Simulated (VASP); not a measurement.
# SiC (Cm) in VASP: notebook

SiC is run at these levels: LDA; tasks: single point.

Everything below comes from runs of VASP 6.6.1. Logs are shortened: lines on timing, memory, paths and dates and some standing lists are left out, and cuts for length are marked.

## Step 1: The cell of the first run

Symmetry: Cm, No. 8, monoclinic system. The conventional cell has a = 5.325 Å, b = 3.075 Å, c = 3.075 Å, α = 90.00°, β = 125.26°, γ = 90.00°. Within 2.2 Å of Si (site symmetry m) lie 4 C at 1.64 to 2.15 Å. Within 2.2 Å of C (site symmetry m) lie 4 Si at 1.64 to 2.15 Å.

## Step 2: Single point, LDA

INCAR reads:

```
SYSTEM = SiC
PREC = Accurate
ENCUT = 520
EDIFF = 1E-6
ISMEAR = 0
SIGMA = 0.05
LREAL = .FALSE.
LASPH = .TRUE.
NELM = 80
ALGO = Normal
ISIF = 2
LWAVE = .FALSE.
LCHARG = .FALSE.
NBANDS = 11
```

KPOINTS reads:

```
Automatic mesh
0
G
  14 14 14
  0 0 0
```

POSCAR reads:

```
SiC
1.0
    0.0000000000      2.1740000000      2.1740000000
    2.1740000000      0.0000000000      2.1740000000
    2.1740000000      2.1740000000      0.0000000000
Si C
1 1
Direct
   -0.1016425341      0.0000000000      0.0000000000
    0.7500000000      0.7500000000      0.7500000000
```

Potentials or basis: VASP PAW LDA potentials, release 64 (Si, C).

Launch:

```sh
$ cat potpaw_LDA.64/Si/POTCAR potpaw_LDA.64/C/POTCAR > POTCAR
$ mpirun -np 1 vasp_std > vasp.out
```

OUTCAR:

```text
SYSTEM = SiC
   PREC = Accurate
   ENCUT = 520
   EDIFF = 1E-6
   ISMEAR = 0
   LREAL = .FALSE.
   LASPH = .TRUE.
   NELM = 80
   ISIF = 2

 ion  position               nearest neighbor table
   1  0.898  0.000  0.000-   2 1.64   2 1.91   2 1.91   2 2.15
   2  0.750  0.750  0.750-   1 1.64   1 1.91   1 1.91   1 2.15

  LATTYP: Found a face centered cubic cell.
 ALAT       =     4.3480000000

  Lattice vectors:

 A1 = (   0.0000000000,   2.1740000000,   2.1740000000)
 A2 = (   2.1740000000,   0.0000000000,   2.1740000000)
 A3 = (   2.1740000000,   2.1740000000,   0.0000000000)

Analysis of symmetry for initial positions (statically):
=====================================================================
 Subroutine PRICEL returns:
 Original cell was already a primitive cell.

 Routine SETGRP: Setting up the symmetry group for a
 face centered cubic supercell.

 Subroutine GETGRP returns: Found  2 space group operations
 (whereof  2 operations were pure point group operations)
 out of a pool of 48 trial point group operations.

The static configuration has the point symmetry C_1h.

Analysis of symmetry for dynamics (positions and initial velocities):
=====================================================================
 Subroutine PRICEL returns:
 Original cell was already a primitive cell.

 Routine SETGRP: Setting up the symmetry group for a
 face centered cubic supercell.

 Subroutine GETGRP returns: Found  2 space group operations
 (whereof  2 operations were pure point group operations)
 out of a pool of 48 trial point group operations.

The dynamic configuration has the point symmetry C_1h.

 Subroutine INISYM returns: Found  2 space group operations
 (whereof  2 operations are pure point group operations),
 and found     1 'primitive' translations

----------------------------------------------------------------------------------------

                                     Primitive cell

  volume of cell :      20.5498

  direct lattice vectors                    reciprocal lattice vectors
     0.000000000  2.174000000  2.174000000    -0.229990800  0.229990800  0.229990800
     2.174000000  0.000000000  2.174000000     0.229990800 -0.229990800  0.229990800
     2.174000000  2.174000000  0.000000000     0.229990800  0.229990800 -0.229990800

  length of vectors
     3.074500285  3.074500285  3.074500285     0.398355752  0.398355752  0.398355752

  position of ions in fractional coordinates (direct lattice)
     0.898357466  0.000000000  0.000000000
     0.750000000  0.750000000  0.750000000

[... 85 lines left out ...]
   TEBEG  =    0.0;   TEEND  =   0.0 temperature during run
   PSTRESS=    0.0 pullay stress
   NELECT =       8.0000    total number of electrons
   NUPDOWN=      -1.0000    fix difference up-down
   EMIN   =  10.00;   EMAX   =-10.00  energy-range for DOS
   EFERMI =   0.00;   METHOD = LEGACY
   ISMEAR =     0;   SIGMA  =   0.05  broadening in eV -4-tet -1-fermi 0-gaus
   EFERMI_NEDOS =   21; number of points for ismear=-14 and -15
   IALGO  =     38    algorithm
   IMIX   =      4    mixing-type and parameters
     AMIX     =   0.40;   BMIX     =  1.00
     AMIX_MAG =   1.60;   BMIX_MAG =  1.00
  volume/ion in A,a.u.               =      10.27        69.34
  Fermi-wavevector in a.u.,A,eV,Ry     =   1.195369  2.258920 19.441458  1.428907
  Thomas-Fermi vector in A             =   2.331336
   LORBIT       =      0    0 simple, 1 ext, 2 COOP (PROOUT), +10 PAW based schemes
   GGA     = CA    functional components
   LHFCALC =     F    Hartree Fock is set to
   AEXX    =    0.0000 exact exchange contribution
   IVDW    =     0    specifies the selected vdW correction
   LEPSILON=     F    determine dielectric tensor
   LRPA    =     F    only Hartree local field effects (RPA)
 non-spin polarized calculation
 Gauss-broadening in eV      SIGMA  =   0.05
  energy-cutoff  :      520.00
  volume of cell :       20.55
 maximum number of plane-waves:       568
   NGX = 11   NGY = 11   NGZ = 11

 number of electron       8.0000001 magnetization

 Free energy of the ion-electron system (eV)
  ---------------------------------------------------
  ext. energy  EPLUGINS =         0.00000000
  ---------------------------------------------------
  free energy    TOTEN  =       -15.67220920 eV

  energy without entropy =      -15.67216966  energy(sigma->0) =      -15.67218943

 E-fermi :   9.1789     XC(G=0): -11.5811

 val. band max:        9.1341167645   @ k =   0.0000   0.5000   0.5000
 cond. band min:       9.2022732873   @ k =   0.0000   0.0000   0.0000
 fundamental gap:      0.0681565228
 Fermi energy:         9.1788795401

 k-point     1 :       0.0000    0.0000    0.0000
  band No.  band energies     occupation
      1      -7.2876      2.00000
      2       6.6025      2.00000
      3       8.1528      2.00000
      4       9.2023      0.50818
      5      14.0525      0.00000
      6      15.1266      0.00000
      7      15.3597      0.00000
      8      16.2436      0.00000
      9      22.4144      0.00000
     10      22.4435      0.00000
     11      23.4735      0.00000
[... 309 lines left out ...]
 k-point    24 :       0.0000    0.0714    0.0714
  band No.  band energies     occupation
      1      -7.1546      2.00000
      2       6.3298      2.00000
      3       7.8916      2.00000
      4       8.9014      2.00000
      5      14.3422      0.00000
      6      14.8526      0.00000
      7      15.5030      0.00000
      8      16.6666      0.00000
      9      20.9665      0.00000
     10      22.6203      0.00000
     11      24.1038      0.00000

 [... further k-points ...]

------------------------ aborting loop because EDIFF is reached ----------------------------------------

  FORCE on cell =-STRESS in cart. coord.  units (eV):
  Direction    XX          YY          ZZ          XY          YZ          ZX
  --------------------------------------------------------------------------------------
  -------------------------------------------------------------------------------------
  Total        2.2647824      0.7710139      0.7710139      2.2435955      1.7827657      2.2435955
  in kB      176.5746916     60.1124134     60.1124134    174.9228441    138.9940627    174.9228448
  external PRESSURE =      98.9331728 kB  Pullay stress =       0.0000000 kB

 VOLUME and BASIS-vectors are now :
 -----------------------------------------------------------------------------
  energy-cutoff  :      520.00
  volume of cell :       20.55
      direct lattice vectors                 reciprocal lattice vectors
     0.000000000  2.174000000  2.174000000    -0.229990800  0.229990800  0.229990800
     2.174000000  0.000000000  2.174000000     0.229990800 -0.229990800  0.229990800
     2.174000000  2.174000000  0.000000000     0.229990800  0.229990800 -0.229990800

 POSITION                                       TOTAL-FORCE (eV/Angst)
 -----------------------------------------------------------------------------------
      0.00000      1.95303      1.95303         3.507194      4.540252      4.540252
      3.26100      3.26100      3.26100        -3.507194     -4.540252     -4.540252
 -----------------------------------------------------------------------------------
    total drift:                                0.000143      0.000167      0.000167

  FREE ENERGIE OF THE ION-ELECTRON SYSTEM (eV)
  ---------------------------------------------------
  free  energy   TOTEN  =       -15.6722092015 eV

  energy  without entropy=      -15.6721696647  energy(sigma->0) =      -15.67218943
```

OSZICAR:

```text
N       E                     dE             d eps       ncg     rms          rms(c)
DAV:   1     0.339956381315E+01    0.33996E+01   -0.39184E+03 16656   0.622E+02
DAV:   2    -0.174313649054E+02   -0.20831E+02   -0.19956E+02 20401   0.112E+02
DAV:   3    -0.180888679843E+02   -0.65750E+00   -0.65630E+00 20055   0.170E+01
DAV:   4    -0.180916956169E+02   -0.28276E-02   -0.28275E-02 18537   0.143E+00
DAV:   5    -0.180917096347E+02   -0.14018E-04   -0.14018E-04 19955   0.928E-02    0.998E+00
DAV:   6    -0.157725311570E+02    0.23192E+01   -0.87837E+00 18078   0.131E+01    0.415E+00
DAV:   7    -0.156952628885E+02    0.77268E-01   -0.44606E-01 19629   0.400E+00    0.199E+00
DAV:   8    -0.156727064535E+02    0.22556E-01   -0.34861E-02 18735   0.116E+00    0.206E-01
DAV:   9    -0.156722178890E+02    0.48856E-03   -0.28895E-03 19598   0.306E-01    0.114E-01
DAV:  10    -0.156722076067E+02    0.10282E-04   -0.19266E-04 18003   0.889E-02    0.462E-02
DAV:  11    -0.156722094170E+02   -0.18103E-05   -0.14315E-05 19428   0.243E-02    0.252E-02
DAV:  12    -0.156722092015E+02    0.21554E-06   -0.20902E-06 10503   0.916E-03
   1 F= -.15672209E+02 E0= -.15672189E+02  d E =-.395368E-04
```

Wall time 4 min (1 thread of AMD EPYC 7R13, shared host); peak memory 0.23 GiB.

What came out:

```
Free energy            : -15.6722 eV
Pressure               : 9.9 GPa
Largest force          : 7.316 eV/Å
Band gap on the k mesh : zero (bands 4 and 5 overlap by 0.07 eV)
```

Forces in eV/Å, atoms in the order of the input:
```
Si   3.507  4.540  4.540
C   -3.507 -4.540 -4.540
```

Levels at points of the mesh, in eV from the Fermi level:
| k point | band 1 | band 2 | band 3 | band 4 | band 5 | band 6 | band 7 | band 8 |
| --- | --- | --- | --- | --- | --- | --- | --- | --- |
| (0.00, 0.00, 0.00) | -16.47 | -2.58 | -1.03 | 0.02 | 4.87 | 5.95 | 6.18 | 7.06 |
| (0.50, 0.00, 0.00) | -13.17 | -8.91 | -3.24 | -1.82 | 4.30 | 4.90 | 6.54 | 8.75 |
| (0.00, 0.50, 0.00) | -12.90 | -9.63 | -3.12 | -0.99 | 3.78 | 4.98 | 7.26 | 8.93 |
| (0.50, 0.50, 0.50) | -12.51 | -10.46 | -2.31 | -1.24 | 4.14 | 5.84 | 7.27 | 8.49 |
| (0.50, 0.50, 0.00) | -11.51 | -8.84 | -4.70 | -3.76 | 0.05 | 2.96 | 12.34 | 13.12 |
| (0.00, 0.50, 0.50) | -11.45 | -9.05 | -4.25 | -3.81 | -0.04 | 2.73 | 12.20 | 13.15 |

Caveat: the cell differs from its parent crystal (all Si atoms moved +0.312 Å, as atom 1 towards its neighbour atom 1 (Si) at 3.075 Å); the stress differs along the axes, from 6 to 18 GPa; semilocal functionals underestimate gaps, and a narrow one can read as zero; forces of over 1 eV/Å act on the atoms, so gaps and moduli don't describe the material at rest.

## Step 3: Single point, LDA

INCAR reads:

```
SYSTEM = SiC
  ALGO = Normal
  EDIFF = 1E-6
  ENCUT = 520
  GGA = CA
  ISIF = 2
  ISMEAR = 0
  LASPH = .TRUE.
  LCHARG = .TRUE.
  LELF = .TRUE.
  LREAL = .FALSE.
  LVHAR = .TRUE.
  LWAVE = .FALSE.
  NBANDS = 11
  NELM = 80
  PREC = Accurate
  SIGMA = 0.05
```

KPOINTS reads:

```
k-points
0
G
  14 14 14
  0 0 0
```

Changes to POSCAR since step 2:

```diff
@@ -8,3 +8,3 @@
 Direct
-   -0.1016425341      0.0000000000      0.0000000000
+    0.0813140273      0.0000000000      0.0000000000
     0.7500000000      0.7500000000      0.7500000000
```

Potentials or basis: VASP PAW LDA potentials, release 64 (Si, C).

Launch:

```sh
$ cat potpaw_LDA.64/Si/POTCAR potpaw_LDA.64/C/POTCAR > POTCAR
$ mpirun -np 1 vasp_std > vasp.out
```

OUTCAR:

```text
SYSTEM = SiC
   EDIFF = 1E-6
   ENCUT = 520
   GGA = CA
   ISIF = 2
   ISMEAR = 0
   LASPH = .TRUE.
   LREAL = .FALSE.
   NELM = 80
   PREC = Accurate

 ion  position               nearest neighbor table
   1  0.081  0.000  0.000-   2 1.68   2 1.90   2 1.90   2 2.09
   2  0.750  0.750  0.750-   1 1.68   1 1.90   1 1.90   1 2.09

  LATTYP: Found a face centered cubic cell.
 ALAT       =     4.3480000000

  Lattice vectors:

 A1 = (   0.0000000000,   2.1740000000,   2.1740000000)
[... 521 lines left out ...]

------------------------ aborting loop because EDIFF is reached ----------------------------------------

  FORCE on cell =-STRESS in cart. coord.  units (eV):
  Direction    XX          YY          ZZ          XY          YZ          ZX
  --------------------------------------------------------------------------------------
  -------------------------------------------------------------------------------------
  Total        1.2574994      0.3789668      0.3789668     -1.6594233      1.1643956     -1.6594233
  in kB       98.0414586     29.5463051     29.5463051   -129.3776215     90.7825801   -129.3776198
  external PRESSURE =      52.3780229 kB  Pullay stress =       0.0000000 kB

 VOLUME and BASIS-vectors are now :
 -----------------------------------------------------------------------------
  energy-cutoff  :      520.00
  volume of cell :       20.55
      direct lattice vectors                 reciprocal lattice vectors
     0.000000000  2.174000000  2.174000000    -0.229990800  0.229990800  0.229990800
     2.174000000  0.000000000  2.174000000     0.229990800 -0.229990800  0.229990800
     2.174000000  2.174000000  0.000000000     0.229990800  0.229990800 -0.229990800

 POSITION                                       TOTAL-FORCE (eV/Angst)
 -----------------------------------------------------------------------------------
      0.00000      0.17678      0.17678         2.208044     -3.543902     -3.543902
      3.26100      3.26100      3.26100        -2.208044      3.543902      3.543902
 -----------------------------------------------------------------------------------
    total drift:                                0.000073     -0.000113     -0.000113

  FREE ENERGIE OF THE ION-ELECTRON SYSTEM (eV)
  ---------------------------------------------------
  free  energy   TOTEN  =       -16.0290244365 eV

  energy  without entropy=      -16.0290232287  energy(sigma->0) =      -16.02902383
```

It took 4.7 min on 1 thread of AMD EPYC 7R13, shared host; peak memory 0.23 GiB.

What came out:

```yaml
Free_energy: -16.0290 eV
Pressure: 5.2 GPa
Largest_force: 5.477 eV/Å
Band_gap_on_the_k_mesh: 0.17 eV (least direct gap 3.96 eV)
```

Forces on the atoms (eV/Å):
```
Si   2.208 -3.544 -3.544
C   -2.208  3.544  3.544
```

Caveat: the cell differs from its parent crystal (all Si atoms moved -0.250 Å, as atom 1 towards its neighbour atom 1 (Si) at 3.075 Å); the stress differs along the axes, from 3 to 10 GPa; semilocal functionals underestimate gaps, and a narrow one can read as zero; forces of over 1 eV/Å act on the atoms, so gaps and moduli don't describe the material at rest.

## Step 4: Single point, LDA

INCAR reads:

```
SYSTEM = SiC
PREC = Accurate
ENCUT = 520
EDIFF = 1E-6
ISMEAR = 0
SIGMA = 0.05
LREAL = .FALSE.
LASPH = .TRUE.
NELM = 60
ALGO = Normal
ISIF = 2
LWAVE = .FALSE.
LCHARG = .TRUE.
GGA = CA
LELF = .TRUE.
LVHAR = .TRUE.
NBANDS = 11
```

KPOINTS reads:

```
regular mesh
0
G
  14 14 14
  0 0 0
```

Changes to POSCAR since step 3:

```diff
@@ -8,3 +8,3 @@
 Direct
-    0.0813140273      0.0000000000      0.0000000000
+   -0.0609855205      0.0000000000      0.0000000000
     0.7500000000      0.7500000000      0.7500000000
```

Launch:

```sh
$ cat potpaw_LDA.64/Si/POTCAR potpaw_LDA.64/C/POTCAR > POTCAR
$ mpirun -np 1 vasp_std > vasp.out
```

It took 4.8 min on 1 thread of AMD EPYC 7R13, shared host; peak memory 0.23 GiB.

It converged, with:

```yaml
Free_energy: -16.3003 eV
Pressure: 1.7 GPa
Largest_force: 3.882 eV/Å
Band_gap_on_the_k_mesh: 0.43 eV (least direct gap 4.11 eV)
```

Forces on the atoms (eV/Å):
```
Si   1.227  2.604  2.604
C   -1.227 -2.604 -2.604
```

Stress tensor (GPa, compression positive):
```
4.13 9.10 9.10
9.10 0.55 5.19
9.10 5.19 0.55
```

Levels at points of the mesh, in eV from the valence-band top:
```
           k point  band 1  band 2  band 3  band 4  band 5  band 6  band 7  band 8
(0.00, 0.00, 0.00)  -16.16   -1.70   -0.76    0.00    5.43    6.30    6.37    6.96
(0.50, 0.00, 0.00)  -12.73   -8.88   -2.52   -1.65    4.65    5.64    6.65    9.13
(0.00, 0.50, 0.00)  -12.54   -9.36   -2.49   -1.11    4.45    5.61    7.21    9.15
(0.50, 0.50, 0.50)  -12.30   -9.89   -1.96   -1.23    4.58    6.19    7.12    9.03
(0.50, 0.50, 0.00)  -11.09   -8.58   -4.28   -3.65    0.46    3.37   13.03   13.25
(0.00, 0.50, 0.50)  -11.06   -8.68   -3.97   -3.80    0.43    3.26   13.04   13.25
```

Caveat: the cell differs from its parent crystal (all Si atoms moved +0.188 Å, as atom 1 towards its neighbour atom 1 (Si) at 3.075 Å); semilocal functionals underestimate gaps, and a narrow one can read as zero; forces of over 1 eV/Å act on the atoms, so gaps and moduli don't describe the material at rest.

## Step 5: Overview

```tsv
cell	gap on the mesh (eV)	pressure (GPa)	largest force (eV/Å)
as given, atomic positions A	none	9.9	7.32
as given, atomic positions B	0.17	5.2	5.48
as given, atomic positions C	0.43	1.7	3.88
```

Alike in all rows: task single point; level LDA; potentials or basis VASP PAW LDA potentials, release 64 (Si, C); no spin polarisation; k mesh 14 × 14 × 14; cutoff (eV) 520; smearing gaussian 0.05 eV.

Caveats: semilocal functionals underestimate gaps, and a narrow one can read as zero; forces of over 1 eV/Å act on the atoms, so gaps and moduli don't describe the material at rest; the stress differs along the axes, from 6 to 18 GPa (at least some runs); the stress differs along the axes, from 3 to 10 GPa (at least some runs).

Absolute energies hang on the potentials; compare differences alone.

The gap in the log of VASP goes by the Fermi energy; the results here count the filled bands.